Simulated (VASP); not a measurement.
# ScSi2 (P6/mmm) in VASP: a series of runs, part 2 of 2

VASP 6.6.1. Earlier steps stand in the parts before.

## 3. Electric field gradients, PBEsol (equal xx and yy strain of +1 %)

File INCAR:

```
SYSTEM = ScSi2
PREC = Accurate
ENCUT = 520
EDIFF = 1E-8
ISMEAR = -1
SIGMA = 0.05
LREAL = .FALSE.
LASPH = .TRUE.
NELM = 80
ALGO = Normal
ISIF = 2
LWAVE = .FALSE.
LCHARG = .FALSE.
GGA = PS
LEFG = .TRUE.
NBANDS = 16
```

File KPOINTS:

```
regular mesh
0
G
  13 13 11
  0 0 0
```

File POSCAR:

```
ScSi2
1.0
    3.6965986977      0.0000000000      0.0000000000
   -1.8482993488      3.2013483798      0.0000000000
    0.0000000000      0.0000000000      3.8700000000
Sc Si
1 2
Direct
    0.0000000000      0.0000000000      0.0000000000
    0.3333333333      0.6666666667      0.5000000000
    0.6666666667      0.3333333333      0.5000000000
```

Potentials or basis: VASP PAW PBE potentials, release 64 (Sc_sv, Si).

Launch:

```console
$ cat potpaw_PBE.64/Sc_sv/POTCAR potpaw_PBE.64/Si/POTCAR > POTCAR
$ mpirun -np 1 vasp_std > vasp.out
```

OUTCAR:

```text
SYSTEM = ScSi2
   PREC = Accurate
   ENCUT = 520
   EDIFF = 1E-8
   ISMEAR = -1
   LREAL = .FALSE.
   LASPH = .TRUE.
   NELM = 80
   ISIF = 2
   GGA = PS

 ion  position               nearest neighbor table
   1  0.000  0.000  0.000-   2 2.88   3 2.88   2 2.88   3 2.88   2 2.88   2 2.88   3 2.88   3 2.88
                             3 2.88   3 2.88   2 2.88   2 2.88
   2  0.333  0.667  0.500-   3 2.13   3 2.13   3 2.13   1 2.88   1 2.88   1 2.88   1 2.88   1 2.88
                             1 2.88
   3  0.667  0.333  0.500-   2 2.13   2 2.13   2 2.13   1 2.88   1 2.88   1 2.88   1 2.88   1 2.88
                             1 2.88

  LATTYP: Found a hexagonal cell.
 ALAT       =     3.6965986977
 C/A-ratio  =     1.0469083383

  Lattice vectors:

 A1 = (   3.6965986977,   0.0000000000,   0.0000000000)
 A2 = (  -1.8482993488,   3.2013483798,   0.0000000000)
 A3 = (   0.0000000000,   0.0000000000,   3.8700000000)

Analysis of symmetry for initial positions (statically):
=====================================================================
[... 658 lines left out ...]
 POSITION                                       TOTAL-FORCE (eV/Angst)
 -----------------------------------------------------------------------------------
      0.00000      0.00000      0.00000        -0.000000      0.000000      0.000000
     -0.00000      2.13423      1.93500        -0.000000      0.000000      0.000000
      1.84830      1.06712      1.93500         0.000000      0.000000      0.000000
 -----------------------------------------------------------------------------------
    total drift:                               -0.000000      0.000000      0.000000

  FREE ENERGIE OF THE ION-ELECTRON SYSTEM (eV)
  ---------------------------------------------------
  free  energy   TOTEN  =       -18.8626606753 eV

  energy  without entropy=      -18.8470779642  energy(sigma->0) =      -18.85486932

 Electric field gradients (V/A^2)
---------------------------------------------------------------------
 ion       V_xx      V_yy      V_zz      V_xy      V_xz      V_yz
---------------------------------------------------------------------
   1       2.951     2.950    -5.901    -0.001    -0.000     0.000
   2      -7.112    -7.111    14.223     0.000     0.000    -0.000
   3      -7.112    -7.111    14.223     0.000     0.000     0.000
---------------------------------------------------------------------

 Electric field gradients after diagonalization (V/A^2)
 (convention: |V_zz| > |V_xx| > |V_yy|)
----------------------------------------------------------------------
 ion       V_xx      V_yy      V_zz     asymmetry (V_yy - V_xx)/ V_zz
----------------------------------------------------------------------
   1       2.952     2.949    -5.901       0.000
   2      -7.112    -7.111    14.223       0.000
   3      -7.112    -7.111    14.223       0.000
----------------------------------------------------------------------

           NMR quadrupolar parameters

 Cq : quadrupolar parameter    Cq=e*Q*V_zz/h
 eta: asymmetry parameters     (V_yy - V_xx)/ V_zz
 Q  : nuclear electric quadrupole moment in mb (millibarn)
----------------------------------------------------------------------
 ion       Cq(MHz)       eta       Q (mb)
----------------------------------------------------------------------
   1      -0.014       0.000       1.000
   2       0.034       0.000       1.000
   3       0.034       0.000       1.000
----------------------------------------------------------------------
```

OSZICAR:

```text
N       E                     dE             d eps       ncg     rms          rms(c)
DAV:   1     0.117174983449E+03    0.11717E+03   -0.80306E+03  4032   0.111E+03
DAV:   2    -0.154157494086E+02   -0.13259E+03   -0.12925E+03  4168   0.326E+02
DAV:   3    -0.210003217241E+02   -0.55846E+01   -0.53962E+01  6280   0.640E+01
DAV:   4    -0.211052884061E+02   -0.10497E+00   -0.10490E+00  5088   0.862E+00
DAV:   5    -0.211084122691E+02   -0.31239E-02   -0.31237E-02  6160   0.144E+00    0.112E+01
DAV:   6    -0.189016127019E+02    0.22068E+01   -0.82202E+00  6664   0.271E+01    0.466E+00
DAV:   7    -0.188797678102E+02    0.21845E-01   -0.26262E-01  4992   0.355E+00    0.273E+00
DAV:   8    -0.188656429778E+02    0.14125E-01   -0.57111E-02  5968   0.264E+00    0.522E-01
DAV:   9    -0.188631052998E+02    0.25377E-02   -0.29625E-02  6248   0.179E+00    0.200E-01
DAV:  10    -0.188636041981E+02   -0.49890E-03   -0.13567E-02  6016   0.114E+00    0.192E-01
DAV:  11    -0.188626585932E+02    0.94560E-03   -0.41641E-03  5968   0.647E-01    0.114E-02
DAV:  12    -0.188626615336E+02   -0.29403E-05   -0.10309E-04  6376   0.649E-02    0.194E-02
DAV:  13    -0.188626608497E+02    0.68383E-06   -0.36973E-06  5840   0.169E-02    0.433E-03
DAV:  14    -0.188626608628E+02   -0.13107E-07   -0.31684E-07  6616   0.600E-03    0.241E-03
DAV:  15    -0.188626606791E+02    0.18377E-06   -0.52134E-07  6560   0.611E-03    0.474E-04
DAV:  16    -0.188626606753E+02    0.37446E-08   -0.11418E-08  2888   0.952E-04
   1 F= -.18862661E+02 E0= -.18854869E+02  d E =-.155827E-01
```

stdout:

```text
POSCAR found type information on POSCAR ScSi
 POSCAR found :  2 types and       3 ions
 scaLAPACK will be used
 -----------------------------------------------------------------------------
|                                                                             |
|                                                                             |
|     You enforced a specific xc type in the INCAR file but a different       |
|     I HOPE YOU KNOW WHAT YOU ARE DOING!                                     |
|                                                                             |
 -----------------------------------------------------------------------------

 LDA part: xc-table for (Slater+PW92), standard interpolation
 POSCAR, INCAR and KPOINTS ok, starting setup
 FFT: planning ... GRIDC
 FFT: planning ... GRID_SOFT
 FFT: planning ... GRID
 WAVECAR not read
 entering main loop
ion   1

ion   2

ion   3
```

Wall time 2.9 min (1 thread of Intel Xeon 8259CL, shared host); peak memory 0.23 GiB.

What came out:

```yaml
Free_energy: -18.8627 eV
Pressure: 17.7 GPa
Band_gap_on_the_k_mesh: zero (an odd number of electrons rules out a gap without spin polarisation)
Largest_electric_field_gradient_by_atom: Sc -5.9; Si +14.2 V/Å²
```

Stress tensor (GPa, compression positive):
```
28.39  0.00  0.00
 0.00 28.39  0.00
 0.00  0.00 -3.64
```

Electric field gradients, principal values (V/Å²):
| atom | least | middle | greatest (by size) |
| --- | --- | --- | --- |
| 1 Sc | 2.949 | 2.952 | -5.901 |
| 2 Si | -7.111 | -7.112 | 14.223 |
| 3 Si | -7.111 | -7.112 | 14.223 |

Caveat: the cell differs from its parent crystal (equal xx and yy strain of +1 %); the stress differs along the axes, from -4 to 28 GPa; without QUAD_EFG the Cq values of the log hold for a quadrupole moment of 1 mb, not for the nuclei; the PAW data sets were made with another functional, which shifts forces and pressure a little; an odd number of electrons without spin polarisation forces a metal; a magnetic or distorted state may lie lower.

## 4. Electric field gradients, PBEsol (equal xx and yy strain of +2 %)

File INCAR:

```
PREC = Accurate
ENCUT = 520
EDIFF = 1E-8
ISMEAR = -1
SIGMA = 0.05
LREAL = F
LASPH = T
NELM = 60
ALGO = Normal
ISIF = 2
LWAVE = F
LCHARG = F
GGA = PS
LEFG = T
NBANDS = 16
```

File KPOINTS:

```
Automatic mesh
0
Gamma
  13 13 11
```

File POSCAR:

```
ScSi2
1.0
    3.7331986848      0.0000000000      0.0000000000
   -1.8665993424      3.2330448984      0.0000000000
    0.0000000000      0.0000000000      3.8700000000
Sc Si
1 2
Direct
    0.0000000000      0.0000000000      0.0000000000
    0.3333333333      0.6666666667      0.5000000000
    0.6666666667      0.3333333333      0.5000000000
```

Potentials or basis: VASP PAW PBE potentials, release 64 (Sc_sv, Si).

Launch:

```console
$ cat potpaw_PBE.64/Sc_sv/POTCAR potpaw_PBE.64/Si/POTCAR > POTCAR
$ mpirun -np 1 vasp_std > vasp.out
```

OUTCAR:

```text
PREC = Accurate
   ENCUT = 520
   EDIFF = 1E-8
   ISMEAR = -1
   LREAL = F
   LASPH = T
   NELM = 60
   ISIF = 2
   GGA = PS

 ion  position               nearest neighbor table
   1  0.000  0.000  0.000-   2 2.90   3 2.90   2 2.90   3 2.90   2 2.90   2 2.90   3 2.90   3 2.90
                             3 2.90   3 2.90   2 2.90   2 2.90
   2  0.333  0.667  0.500-   3 2.16   3 2.16   3 2.16   1 2.90   1 2.90   1 2.90   1 2.90   1 2.90
                             1 2.90
   3  0.667  0.333  0.500-   2 2.16   2 2.16   2 2.16   1 2.90   1 2.90   1 2.90   1 2.90   1 2.90
                             1 2.90

  LATTYP: Found a hexagonal cell.
 ALAT       =     3.7331986848
 C/A-ratio  =     1.0366445311

  Lattice vectors:

 A1 = (   3.7331986848,   0.0000000000,   0.0000000000)
 A2 = (  -1.8665993424,   3.2330448984,   0.0000000000)
 A3 = (   0.0000000000,   0.0000000000,   3.8700000000)

Analysis of symmetry for initial positions (statically):
=====================================================================
 Subroutine PRICEL returns:
 Original cell was already a primitive cell.

 Routine SETGRP: Setting up the symmetry group for a
 hexagonal supercell.

 Subroutine GETGRP returns: Found 24 space group operations
 (whereof 24 operations were pure point group operations)
 out of a pool of 24 trial point group operations.

The static configuration has the point symmetry D_6h.

Analysis of symmetry for dynamics (positions and initial velocities):
=====================================================================
 Subroutine PRICEL returns:
 Original cell was already a primitive cell.

 Routine SETGRP: Setting up the symmetry group for a
 hexagonal supercell.

 Subroutine GETGRP returns: Found 24 space group operations
 (whereof 24 operations were pure point group operations)
 out of a pool of 24 trial point group operations.

The dynamic configuration has the point symmetry D_6h.

 Subroutine INISYM returns: Found 24 space group operations
 (whereof 24 operations are pure point group operations),
 and found     1 'primitive' translations

----------------------------------------------------------------------------------------

                                     Primitive cell

  volume of cell :      46.7093

  direct lattice vectors                    reciprocal lattice vectors
     3.733198685  0.000000000  0.000000000     0.267866804  0.154652971  0.000000000
    -1.866599342  3.233044898  0.000000000     0.000000000  0.309305943  0.000000000
     0.000000000  0.000000000  3.870000000     0.000000000  0.000000000  0.258397933

  length of vectors
     3.733198685  3.733198685  3.870000000     0.309305943  0.309305943  0.258397933

  position of ions in fractional coordinates (direct lattice)
     0.000000000  0.000000000  0.000000000
     0.333333333  0.666666667  0.500000000
     0.666666667  0.333333333  0.500000000

  ion indices of the primitive-cell ions
   primitive index   ion index
[... 85 lines left out ...]
   PSTRESS=    0.0 pullay stress
   NELECT =      19.0000    total number of electrons
   NUPDOWN=      -1.0000    fix difference up-down
   EMIN   =  10.00;   EMAX   =-10.00  energy-range for DOS
   EFERMI =   0.00;   METHOD = LEGACY
   ISMEAR =    -1;   SIGMA  =   0.05  broadening in eV -4-tet -1-fermi 0-gaus
   EFERMI_NEDOS =   21; number of points for ismear=-14 and -15
   IALGO  =     38    algorithm
   IMIX   =      4    mixing-type and parameters
     AMIX     =   0.40;   BMIX     =  1.00
     AMIX_MAG =   1.60;   BMIX_MAG =  1.00
  volume/ion in A,a.u.               =      15.57       105.07
  Fermi-wavevector in a.u.,A,eV,Ry     =   1.212992  2.292223 20.018941  1.471351
  Thomas-Fermi vector in A             =   2.348459
   LORBIT       =      0    0 simple, 1 ext, 2 COOP (PROOUT), +10 PAW based schemes
   GGA     = PS    functional components
   LHFCALC =     F    Hartree Fock is set to
   AEXX    =    0.0000 exact exchange contribution
   IVDW    =     0    specifies the selected vdW correction
   LEPSILON=     F    determine dielectric tensor
   LRPA    =     F    only Hartree local field effects (RPA)
 non-spin polarized calculation
  energy-cutoff  :      520.00
  volume of cell :       46.71
 maximum number of plane-waves:      1272
 NGX is ok and might be reduce to    28
   NGX = 13   NGY = 13   NGZ = 15

 number of electron      18.9999997 magnetization

 Free energy of the ion-electron system (eV)
  ---------------------------------------------------
  ext. energy  EPLUGINS =         0.00000000
  ---------------------------------------------------
  free energy    TOTEN  =       -19.00854183 eV

  energy without entropy =      -18.99378887  energy(sigma->0) =      -19.00116535

 E-fermi :   8.6961     XC(G=0): -11.1712

 val. band max:        8.6881943881   @ k =   0.3077   0.1538   0.1818
 cond. band min:       8.7004113968   @ k =   0.0769  -0.0000   0.1818
 fundamental gap:      0.0122170087
 Fermi energy:         8.6961113649

 k-point     1 :       0.0000    0.0000    0.0000
  band No.  band energies     occupation
      1     -40.7371      2.00000
      2     -19.5051      2.00000
      3     -19.4675      2.00000
      4     -19.4675      2.00000
      5      -4.8121      2.00000
      6       5.2749      2.00000
[... 433 lines left out ...]
      3     -19.4899      2.00000
      4     -19.4724      2.00000
      5      -4.4289      2.00000
      6       3.7806      2.00000
[... 8 lines left out ...]
     15      11.3015      0.00000
     16      11.9746      0.00000

 [... further k-points ...]

------------------------ aborting loop because EDIFF is reached ----------------------------------------

  FORCE on cell =-STRESS in cart. coord.  units (eV):
  Direction    XX          YY          ZZ          XY          YZ          ZX
  --------------------------------------------------------------------------------------
  -------------------------------------------------------------------------------------
  Total        6.6767858      6.6767858     -1.3479075      0.0000000      0.0000000      0.0000000
  in kB      229.0204276    229.0204276    -46.2345763      0.0000000      0.0000000      0.0000000
  external PRESSURE =     137.2687596 kB  Pullay stress =       0.0000000 kB

 VOLUME and BASIS-vectors are now :
 -----------------------------------------------------------------------------
  energy-cutoff  :      520.00
  volume of cell :       46.71
      direct lattice vectors                 reciprocal lattice vectors
     3.733198685  0.000000000  0.000000000     0.267866804  0.154652971  0.000000000
    -1.866599342  3.233044898  0.000000000     0.000000000  0.309305943  0.000000000
     0.000000000  0.000000000  3.870000000     0.000000000  0.000000000  0.258397933

 POSITION                                       TOTAL-FORCE (eV/Angst)
 -----------------------------------------------------------------------------------
      0.00000      0.00000      0.00000         0.000000      0.000000      0.000000
     -0.00000      2.15536      1.93500        -0.000000     -0.000000      0.000000
      1.86660      1.07768      1.93500         0.000000      0.000000      0.000000
 -----------------------------------------------------------------------------------
    total drift:                               -0.000000      0.000000      0.000000

  FREE ENERGIE OF THE ION-ELECTRON SYSTEM (eV)
  ---------------------------------------------------
  free  energy   TOTEN  =       -19.0085418337 eV

  energy  without entropy=      -18.9937888728  energy(sigma->0) =      -19.00116535

 Electric field gradients (V/A^2)
---------------------------------------------------------------------
 ion       V_xx      V_yy      V_zz      V_xy      V_xz      V_yz
---------------------------------------------------------------------
   1       3.597     3.596    -7.193    -0.001    -0.000    -0.000
   2      -6.008    -6.008    12.016     0.000     0.000    -0.000
   3      -6.008    -6.008    12.016     0.000     0.000     0.000
---------------------------------------------------------------------

 Electric field gradients after diagonalization (V/A^2)
 (convention: |V_zz| > |V_xx| > |V_yy|)
----------------------------------------------------------------------
 ion       V_xx      V_yy      V_zz     asymmetry (V_yy - V_xx)/ V_zz
----------------------------------------------------------------------
   1       3.598     3.595    -7.193       0.000
   2      -6.008    -6.008    12.016       0.000
   3      -6.008    -6.008    12.016       0.000
----------------------------------------------------------------------

           NMR quadrupolar parameters

 Cq : quadrupolar parameter    Cq=e*Q*V_zz/h
 eta: asymmetry parameters     (V_yy - V_xx)/ V_zz
 Q  : nuclear electric quadrupole moment in mb (millibarn)
----------------------------------------------------------------------
 ion       Cq(MHz)       eta       Q (mb)
----------------------------------------------------------------------
   1      -0.017       0.000       1.000
   2       0.029       0.000       1.000
   3       0.029       0.000       1.000
----------------------------------------------------------------------
```

OSZICAR:

```text
N       E                     dE             d eps       ncg     rms          rms(c)
DAV:   1     0.117339109180E+03    0.11734E+03   -0.81245E+03  4064   0.111E+03
DAV:   2    -0.154559612030E+02   -0.13280E+03   -0.12958E+03  4112   0.326E+02
DAV:   3    -0.211015402153E+02   -0.56456E+01   -0.54575E+01  6256   0.645E+01
DAV:   4    -0.212147838968E+02   -0.11324E+00   -0.11313E+00  4968   0.907E+00
DAV:   5    -0.212183700972E+02   -0.35862E-02   -0.35860E-02  6248   0.160E+00    0.109E+01
DAV:   6    -0.190471888715E+02    0.21712E+01   -0.81020E+00  6696   0.268E+01    0.447E+00
DAV:   7    -0.190254859491E+02    0.21703E-01   -0.25483E-01  5056   0.351E+00    0.261E+00
DAV:   8    -0.190112675775E+02    0.14218E-01   -0.54152E-02  5952   0.257E+00    0.503E-01
DAV:   9    -0.190089432861E+02    0.23243E-02   -0.27537E-02  6224   0.172E+00    0.195E-01
DAV:  10    -0.190094355014E+02   -0.49222E-03   -0.12813E-02  6040   0.110E+00    0.185E-01
DAV:  11    -0.190085401252E+02    0.89538E-03   -0.39815E-03  5968   0.628E-01    0.113E-02
DAV:  12    -0.190085429447E+02   -0.28194E-05   -0.10713E-04  6544   0.669E-02    0.191E-02
DAV:  13    -0.190085419557E+02    0.98902E-06   -0.56608E-06  6184   0.213E-02    0.345E-03
DAV:  14    -0.190085420862E+02   -0.13049E-06   -0.85746E-07  6224   0.940E-03    0.274E-03
DAV:  15    -0.190085418437E+02    0.24252E-06   -0.68760E-07  6472   0.720E-03    0.652E-04
DAV:  16    -0.190085418337E+02    0.99812E-08   -0.16542E-08  3776   0.765E-04
   1 F= -.19008542E+02 E0= -.19001165E+02  d E =-.147530E-01
```

Wall time 3 min (1 thread of Intel Xeon 8259CL, shared host); peak memory 0.23 GiB.

Results:

| Property | Result |
| --- | --- |
| Free energy | -19.0085 eV |
| Pressure | 13.7 GPa |
| Band gap on the k mesh | zero (an odd number of electrons rules out a gap without spin polarisation) |
| Largest electric field gradient by atom | Sc -7.2; Si +12.0 V/Å² |

Electric field gradients, principal values (V/Å²):
```
atom   least  middle  greatest (by size)
1 Sc   3.595   3.598              -7.193
2 Si  -6.008  -6.008              12.016
3 Si  -6.008  -6.008              12.016
```

Caveat: the cell differs from its parent crystal (equal xx and yy strain of +2 %); the stress differs along the axes, from -5 to 23 GPa; without QUAD_EFG the Cq values of the log hold for a quadrupole moment of 1 mb, not for the nuclei; the PAW data sets were made with another functional, which shifts forces and pressure a little; an odd number of electrons without spin polarisation forces a metal; a magnetic or distorted state may lie lower.

## 5. Summary

```csv
cell,gap on the mesh (eV),pressure (GPa)
"a = 3.623, b = 3.623, c = 3.870 Å, angles 90.0, 90.0, 120.0°, 3 atoms",none,26.9
"a = 3.697, b = 3.697, c = 3.870 Å, angles 90.0, 90.0, 120.0°, 3 atoms",none,17.7
"a = 3.733, b = 3.733, c = 3.870 Å, angles 90.0, 90.0, 120.0°, 3 atoms",none,13.7
```

Alike in all rows: task electric field gradients; level PBEsol; potentials or basis VASP PAW PBE potentials, release 64 (Sc_sv, Si); no spin polarisation; k mesh 13 × 13 × 11; cutoff (eV) 520; smearing fermi-dirac 0.05 eV.

Caveats: the PAW data sets were made with another functional, which shifts forces and pressure a little; an odd number of electrons without spin polarisation forces a metal; a magnetic or distorted state may lie lower; the stress differs along the axes, from -1 to 41 GPa (at least some runs); the stress differs along the axes, from -4 to 28 GPa (at least some runs); the stress differs along the axes, from -5 to 23 GPa (at least some runs).

Absolute energies hang on the potentials; compare differences alone.

The gap in the log of VASP goes by the Fermi energy; the results here count the filled bands.